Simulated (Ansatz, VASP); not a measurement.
# Si: VASP beside Ansatz

File INCAR:

```
SYSTEM = Si
PREC = Accurate
ENCUT = 520
EDIFF = 1E-8
ISMEAR = -1
SIGMA = 0.05
LREAL = .FALSE.
LASPH = .TRUE.
NELM = 100
ALGO = Normal
ISIF = 2
LWAVE = .FALSE.
LCHARG = .FALSE.
GGA = PE
LEFG = .TRUE.
NBANDS = 11
```

KPOINTS

```
Automatic mesh
0
G
  16 16 16
  0 0 0
```

File POSCAR:

```
Si
1.0
   -2.1963475000      2.3538600000      1.2767625000
    2.2345975000     -2.3156100000      1.2732375000
    2.2674025000      2.3831400000     -1.2057075000
Si
2
Direct
    0.8070000000      0.5570000000      0.2500000000
    0.1930000000      0.4430000000      0.7500000000
```

Input for Ansatz:

```yaml
crystal:
  lattice:
    - [-2.1963475, 2.35386, 1.2767625]
    - [2.2345975, -2.31561, 1.2732375]
    - [2.2674025, 2.38314, -1.2057075]
  atoms:
    - { symbol: Si, position: [0.807, 0.557, 0.25] }
    - { symbol: Si, position: [0.193, 0.443, 0.75] }
kpoints:
  mp_grid: { grid: [16, 16, 16] }
scf:
  occupations: { method: fermi_dirac, width: 0.05 }
hamiltonian:
  xc: pbe
  pseudopotentials: { kind: all_electron, datasets: crystal }
output:
  forces: true
  stress: true
  eigenvalues: true
  efg: { contact_densities: true }
```

Change from the starting cell: equal xy, yz and zx shear strains of +3 %, crystal datasets.

Alike in both runs: task electric field gradients; functional PBE; k mesh 16 × 16 × 16; occupations fermi-dirac, width 0.05 eV; no spin polarisation.

```csv
,VASP,Ansatz
version,VASP 6.6.1,Ansatz 0.2.0
potentials or method,"VASP PAW PBE potentials, release 64 (Si), cutoff 520 eV","all-electron PAW with datasets made for the crystal, scalar-relativistic"
```

|  | VASP | Ansatz | Ansatz less VASP |
| --- | --- | --- | --- |
| pressure (GPa) | 15.7 | 15.7 | +0.07 |
| traceless stress, the component that is largest in VASP (GPa) | -2.13 | -2.13 | +0.003 |
| rms of the force components (eV/Å) | 0.060 | 0.060 | +0.0002 |
| size of Vzz on the site where it differs most (V/Å²) | 26.5 | 26.2 | -0.28 |

Atom by atom the forces differ by 0.002 eV/Å (rms over components). Ansatz ran all-electron here, and VASP with PAW potentials.
